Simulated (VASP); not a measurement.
# Si (I4/mmm) in VASP: notebook

The runs below take Si through single point, with LDA.

Program: VASP 6.6.1. These are calculated values, not measurements. Logs are shortened: lines on timing, memory, paths and dates and some standing lists are left out, and cuts for length are marked.

### Step 1. The cell of the first run

It takes space group I4/mmm (No. 139, tetragonal). The conventional cell has a = 6.294 Å, b = 6.294 Å, c = 3.696 Å, α = 90.00°, β = 90.00°, γ = 90.00°. Within 2.9 Å of Si (site symmetry m2m) lie 4 Si at 2.23 to 2.27 Å.

### Step 2. Single point, LDA (18.30 Å³/atom)

INCAR

```
SYSTEM = Si
ALGO = Normal
EDIFF = 1E-7
ENCUT = 520
GGA = CA
ISIF = 2
ISMEAR = 0
LASPH = .TRUE.
LCHARG = .TRUE.
LELF = .TRUE.
LREAL = .FALSE.
LVHAR = .TRUE.
LWAVE = .FALSE.
NBANDS = 16
NELM = 100
PREC = Accurate
SIGMA = 0.01
```

KPOINTS

```
k-points
0
G
  10 10 10
  0 0 0
```

POSCAR

```
Si
1.0
   -3.1472146662      3.1472146662      1.8477956904
    3.1472146662     -3.1472146662      1.8477956904
    3.1472146662      3.1472146662     -1.8477956904
Si
4
Direct
    0.1801898390      0.1801898390      0.3603796780
    0.8198101610      0.8198101610      0.6396203220
    0.1801898390      0.8198101610      0.0000000000
    0.8198101610      0.1801898390      0.0000000000
```

Potentials or basis: VASP PAW LDA potentials, release 64 (Si).

The run is started by

```bash
$ cat potpaw_LDA.64/Si/POTCAR > POTCAR
$ mpirun -np 1 vasp_std > vasp.out
```

OUTCAR:

```text
SYSTEM = Si
   EDIFF = 1E-7
   ENCUT = 520
   GGA = CA
   ISIF = 2
   ISMEAR = 0
   LASPH = .TRUE.
   LREAL = .FALSE.
   NELM = 100
   PREC = Accurate

 ion  position               nearest neighbor table
   1  0.180  0.180  0.360-   2 2.23   2 2.23   3 2.27   4 2.27
   2  0.820  0.820  0.640-   1 2.23   1 2.23   4 2.27   3 2.27
   3  0.180  0.820  0.000-   4 2.23   4 2.23   2 2.27   1 2.27
   4  0.820  0.180  0.000-   3 2.23   3 2.23   2 2.27   1 2.27

  LATTYP: Found a body centered tetragonal cell.
 ALAT       =     6.2944293324
 C/A-ratio  =     0.5871209582

  Lattice vectors:

 A1 = (  -3.1472146662,   3.1472146662,   1.8477956904)
 A2 = (   3.1472146662,  -3.1472146662,   1.8477956904)
 A3 = (   3.1472146662,   3.1472146662,  -1.8477956904)

Analysis of symmetry for initial positions (statically):
=====================================================================
 Subroutine PRICEL returns:
 Original cell was already a primitive cell.

 Routine SETGRP: Setting up the symmetry group for a
 body centered tetragonal supercell.

 Subroutine GETGRP returns: Found 16 space group operations
 (whereof 16 operations were pure point group operations)
 out of a pool of 16 trial point group operations.

The static configuration has the point symmetry D_4h.

Analysis of symmetry for dynamics (positions and initial velocities):
=====================================================================
 Subroutine PRICEL returns:
 Original cell was already a primitive cell.

 Routine SETGRP: Setting up the symmetry group for a
 body centered tetragonal supercell.

 Subroutine GETGRP returns: Found 16 space group operations
 (whereof 16 operations were pure point group operations)
 out of a pool of 16 trial point group operations.

The dynamic configuration has the point symmetry D_4h.

 Subroutine INISYM returns: Found 16 space group operations
 (whereof 16 operations are pure point group operations),
 and found     1 'primitive' translations

----------------------------------------------------------------------------------------

                                     Primitive cell

  volume of cell :      73.2094

  direct lattice vectors                    reciprocal lattice vectors
    -3.147214666  3.147214666  1.847795690     0.000000000  0.158870637  0.270592687
     3.147214666 -3.147214666  1.847795690     0.158870637  0.000000000  0.270592687
     3.147214666  3.147214666 -1.847795690     0.158870637  0.158870637  0.000000000

  length of vectors
     4.819156485  4.819156485  4.819156485     0.313783813  0.313783813  0.224677010

  position of ions in fractional coordinates (direct lattice)
     0.180189839  0.180189839  0.360379678
     0.819810161  0.819810161  0.639620322
     0.180189839  0.819810161  0.000000000
     0.819810161  0.180189839  0.000000000

  ion indices of the primitive-cell ions
   primitive index   ion index
                 1           1
                 2           2
                 3           3
                 4           4

----------------------------------------------------------------------------------------

 KPOINTS: k-points

Automatic generation of k-mesh.
 Grid dimensions read from file:
 generate k-points for:   10   10   10

 Generating k-lattice:

  Cartesian coordinates                     Fractional coordinates (reciprocal lattice)
     0.000000000  0.015887064  0.027059269     0.100000000  0.000000000 -0.000000000
     0.015887064  0.000000000  0.027059269     0.000000000  0.100000000 -0.000000000
     0.015887064  0.015887064  0.000000000     0.000000000  0.000000000  0.100000000

  Length of vectors
     0.031378381  0.031378381  0.022467701

  Shift w.r.t. Gamma in fractional coordinates (k-lattice)
     0.000000000  0.000000000  0.000000000

 Subroutine IBZKPT returns following result:
 ===========================================

 Found    102 irreducible k-points:

 Following reciprocal coordinates:
            Coordinates               Weight
  0.000000  0.000000  0.000000      1.000000
  0.100000  0.000000 -0.000000      8.000000
  0.200000  0.000000 -0.000000      8.000000
  0.300000  0.000000 -0.000000      8.000000
  0.400000 -0.000000  0.000000      8.000000
  0.500000  0.000000  0.000000      4.000000
[... 16 lines left out ...]
  0.300000  0.300000 -0.000000      8.000000
  0.400000  0.300000  0.000000     16.000000
 [... further k-points ...]
   k-points           NKPTS =    102   k-points in BZ     NKDIM =    102   number of bands    NBANDS=     16
   number of dos      NEDOS =    301   number of ions     NIONS =      4
   total plane-waves  NPLWV =  46656
   dimension x,y,z NGX =    36 NGY =   36 NGZ =   36
   dimension x,y,z NGXF=    72 NGYF=   72 NGZF=   72
   ions per type =               4
   NGX,Y,Z   is equivalent  to a cutoff of  12.42, 12.42, 12.42 a.u.
   NGXF,Y,Z  is equivalent  to a cutoff of  24.84, 24.84, 24.84 a.u.
 SYSTEM =  Si
   PREC   = accura    normal or accurate (medium, high low for compatibility)
   ISTART =      0    job   : 0-new  1-cont  2-samecut
   ICHARG =      2    charge: 1-file 2-atom 10-const
   ISPIN  =      1    spin polarized calculation?
   LNONCOLLINEAR =      F non collinear calculations
   LSORBIT =      F    spin-orbit coupling
   LASPH  =      T    aspherical Exc in radial PAW
   ENCUT  =  520.0 eV  38.22 Ry    6.18 a.u.   8.96  8.96  8.96*2*pi/ulx,y,z
   NELM   =    100;   NELMIN=  2; NELMDL= -5     # of ELM steps
   EDIFF  = 0.1E-06   stopping-criterion for ELM
   LREAL  =      F    real-space projection
   EDIFFG = 0.1E-05   stopping-criterion for IOM
   NSW    =      0    number of steps for IOM
   IBRION =     -1    ionic relax: 0-MD 1-quasi-New 2-CG
   NFREE  =      0    steps in history (QN), initial steepest desc. (CG)
   ISIF   =      2    stress and relaxation
   ISYM   =      2    0-nonsym 1-usesym 2-fastsym
   POTIM  = 0.5000    time-step for ionic-motion
   TEBEG  =    0.0;   TEEND  =   0.0 temperature during run
   PSTRESS=    0.0 pullay stress
   NELECT =      16.0000    total number of electrons
   NUPDOWN=      -1.0000    fix difference up-down
   EMIN   =  10.00;   EMAX   =-10.00  energy-range for DOS
   EFERMI =   0.00;   METHOD = LEGACY
   ISMEAR =     0;   SIGMA  =   0.01  broadening in eV -4-tet -1-fermi 0-gaus
   EFERMI_NEDOS =   21; number of points for ismear=-14 and -15
   IALGO  =     38    algorithm
   IMIX   =      4    mixing-type and parameters
     AMIX     =   0.40;   BMIX     =  1.00
     AMIX_MAG =   1.60;   BMIX_MAG =  1.00
  volume/ion in A,a.u.               =      18.30       123.51
  Fermi-wavevector in a.u.,A,eV,Ry     =   0.986111  1.863480 13.230516  0.972415
  Thomas-Fermi vector in A             =   2.117468
   LORBIT       =      0    0 simple, 1 ext, 2 COOP (PROOUT), +10 PAW based schemes
   GGA     = CA    functional components
   LHFCALC =     F    Hartree Fock is set to
   AEXX    =    0.0000 exact exchange contribution
   IVDW    =     0    specifies the selected vdW correction
   LEPSILON=     F    determine dielectric tensor
   LRPA    =     F    only Hartree local field effects (RPA)
 non-spin polarized calculation
 Gauss-broadening in eV      SIGMA  =   0.01
  energy-cutoff  :      520.00
  volume of cell :       73.21
 maximum number of plane-waves:      2006
   NGX = 17   NGY = 17   NGZ = 17

 number of electron      16.0000000 magnetization

 Free energy of the ion-electron system (eV)
  ---------------------------------------------------
  ext. energy  EPLUGINS =         0.00000000
  ---------------------------------------------------
  free energy    TOTEN  =       -22.96932718 eV

  energy without entropy =      -22.96928833  energy(sigma->0) =      -22.96930776

 E-fermi :   6.8571     XC(G=0):  -9.8764

 val. band max:        6.8525951854   @ k =  -0.1000  -0.2000   0.1000
 cond. band min:       6.8669877527   @ k =   0.5000   0.5000   0.5000
 fundamental gap:      0.0143925673
 Fermi energy:         6.8571393035

 k-point     1 :       0.0000    0.0000    0.0000
  band No.  band energies     occupation
      1      -6.1549      2.00000
      2      -1.1918      2.00000
      3       1.0298      2.00000
      4       1.0298      2.00000
      5       2.6703      2.00000
      6       5.1492      2.00000
[... 8 lines left out ...]
     15      11.9940      0.00000
     16      14.0194      0.00000

 k-point     2 :       0.1000    0.0000   -0.0000
  band No.  band energies     occupation
      1      -6.0308      2.00000
      2      -1.2425      2.00000
      3       0.8667      2.00000
      4       1.2507      2.00000
      5       2.8053      2.00000
      6       4.4559      2.00000
[... 8 lines left out ...]
     15      11.5362      0.00000
     16      14.6208      0.00000

 k-point     3 :       0.2000    0.0000   -0.0000
  band No.  band energies     occupation
      1      -5.6639      2.00000
      2      -1.2989      2.00000
      3       0.4248      2.00000
      4       1.6298      2.00000
      5       3.0105      2.00000
      6       3.2371      2.00000
[... 8 lines left out ...]
     15      12.3085      0.00000
     16      14.6585      0.00000

 k-point     4 :       0.3000    0.0000   -0.0000
  band No.  band energies     occupation
      1      -5.0771      2.00000
      2      -1.2414      2.00000
      3      -0.3587      2.00000
      4       1.3775      2.00000
      5       2.3597      2.00000
      6       3.0692      2.00000
[... 8 lines left out ...]
     15      13.2308      0.00000
     16      14.1388      0.00000
[... 324 lines left out ...]
 k-point    22 :      -0.2000    0.2000    0.0000
  band No.  band energies     occupation
      1      -5.9045      2.00000
      2      -2.1661      2.00000
      3       1.0797      2.00000
      4       1.2405      2.00000
      5       3.8327      2.00000
      6       4.8880      2.00000
[... 8 lines left out ...]
     15      12.5162      0.00000
     16      14.9912      0.00000

 k-point    23 :       0.3000    0.3000   -0.0000
  band No.  band energies     occupation
      1      -3.7713      2.00000
      2      -2.2859      2.00000
      3      -1.4450      2.00000
      4       0.8610      2.00000
      5       1.8839      2.00000
      6       3.6016      2.00000
[... 8 lines left out ...]
     15      13.9709      0.00000
     16      14.9023      0.00000

 k-point    24 :       0.4000    0.3000    0.0000
  band No.  band energies     occupation
      1      -4.2242      2.00000
      2      -2.9258      2.00000
      3      -0.6463      2.00000
      4       1.5674      2.00000
      5       2.1117      2.00000
      6       3.4665      2.00000
[... 8 lines left out ...]
     15      13.2545      0.00000
     16      14.1479      0.00000

 [... further k-points ...]

------------------------ aborting loop because EDIFF is reached ----------------------------------------

  FORCE on cell =-STRESS in cart. coord.  units (eV):
  Direction    XX          YY          ZZ          XY          YZ          ZX
  --------------------------------------------------------------------------------------
  -------------------------------------------------------------------------------------
  Total        6.6792467      6.6792467      6.6465883      0.0000000     -0.0000000      0.0000000
  in kB      146.1744239    146.1744239    145.4596990      0.0000000     -0.0000000      0.0000000
  external PRESSURE =     145.9361823 kB  Pullay stress =       0.0000000 kB

 VOLUME and BASIS-vectors are now :
 -----------------------------------------------------------------------------
  energy-cutoff  :      520.00
  volume of cell :       73.21
      direct lattice vectors                 reciprocal lattice vectors
    -3.147214666  3.147214666  1.847795690     0.000000000  0.158870637  0.270592687
     3.147214666 -3.147214666  1.847795690     0.158870637  0.000000000  0.270592687
     3.147214666  3.147214666 -1.847795690     0.158870637  0.158870637  0.000000000

 POSITION                                       TOTAL-FORCE (eV/Angst)
 -----------------------------------------------------------------------------------
      1.13419      1.13419      0.00000         0.002369      0.002369      0.000000
      2.01302      2.01302      1.84780        -0.002369     -0.002369     -0.000000
      2.01302     -2.01302      1.84780        -0.002369      0.002369     -0.000000
     -2.01302      2.01302      1.84780         0.002369     -0.002369     -0.000000
 -----------------------------------------------------------------------------------
    total drift:                               -0.000000      0.000000     -0.000000

  FREE ENERGIE OF THE ION-ELECTRON SYSTEM (eV)
  ---------------------------------------------------
  free  energy   TOTEN  =       -22.9693271835 eV

  energy  without entropy=      -22.9692883301  energy(sigma->0) =      -22.96930776
```

Wall time 2.6 min (1 thread of Intel Xeon 8259CL, shared host); peak memory 0.22 GiB.

What came out:

- Free energy: -22.9693 eV
- Pressure: 14.6 GPa
- Largest force: 0.003 eV/Å
- Band gap on the k mesh: zero (bands 8 and 9 overlap by 0.25 eV)

Forces on the atoms (eV/Å):
```
Si   0.002  0.002  0.000
Si  -0.002 -0.002  0.000
Si  -0.002  0.002  0.000
Si   0.002 -0.002  0.000
```

Caveat: the cell stands under pressure; semilocal functionals underestimate gaps, and a narrow one can read as zero.

### Step 3. Single point, LDA (18.93 Å³/atom)

This run uses another cell than the first one, of 18.93 Å³/atom.

INCAR

```
PREC     = Accurate       # precision mode
ENCUT    = 520            # plane-wave cutoff, eV
EDIFF    = 1E-6           # SCF threshold, eV
ISMEAR   = 0              # smearing method
SIGMA    = 0.01           # smearing width, eV
LREAL    = False          # projectors in reciprocal space
LASPH    = True           # aspherical terms in the spheres
NELM     = 60             # most SCF steps
ALGO     = Normal         # electronic algorithm
ISIF     = 2              # what is computed and relaxed
LWAVE    = False          # write WAVECAR
LCHARG   = False          # write CHGCAR
GGA      = CA             # functional
NBANDS   = 16             # bands
```

KPOINTS

```
Automatic mesh
0
Gamma
  10 10 10
```

POSCAR

```
Si
1.0
   -3.1885317668      3.1885317668      1.8615894395
    3.1885317668     -3.1885317668      1.8615894395
    3.1885317668      3.1885317668     -1.8615894395
Si
4
Direct
    0.1797251188      0.1797251188      0.3594502376
    0.8202748812      0.8202748812      0.6405497624
    0.1797251188      0.8202748812      0.0000000000
    0.8202748812      0.1797251188      0.0000000000
```

Potentials or basis: VASP PAW LDA potentials, release 64 (Si).

The run is started by

```bash
$ cat potpaw_LDA.64/Si/POTCAR > POTCAR
$ mpirun -np 1 vasp_std > vasp.out
```

Wall time 2.3 min (1 thread of Intel Xeon 8259CL, shared host); peak memory 0.22 GiB.

It converged, with:

```
Free energy            : -23.1609 eV
Pressure               : 10.1 GPa
Largest force          : 0.005 eV/Å
Band gap on the k mesh : zero (bands 8 and 9 overlap by 0.12 eV)
```

Forces on the atoms (eV/Å):
```
Si   0.004  0.004  0.000
Si  -0.004 -0.004  0.000
Si  -0.004  0.004  0.000
Si   0.004 -0.004  0.000
```

Levels at points of the mesh, in eV from the Fermi level:
```csv
k point,band 5,band 6,band 7,band 8,band 9,band 10,band 11,band 12
"(0.00, 0.00, 0.00)",-4.16,-1.70,-1.70,-0.59,1.25,1.81,1.81,2.20
"(0.50, 0.00, 0.00)",-4.84,-3.89,-2.66,-1.49,0.57,2.50,2.99,3.49
"(0.50, 0.50, 0.00)",-3.17,-2.29,-2.12,-1.87,1.49,1.72,1.98,4.29
"(0.50, 0.50, 0.50)",-3.33,-0.28,0.05,0.11,0.11,3.73,3.99,4.58
```

Caveat: the cell stands under pressure; semilocal functionals underestimate gaps, and a narrow one can read as zero.

(Part 1 of 3 ends here.)

The gap in the log of VASP goes by the Fermi energy; the results here count the filled bands.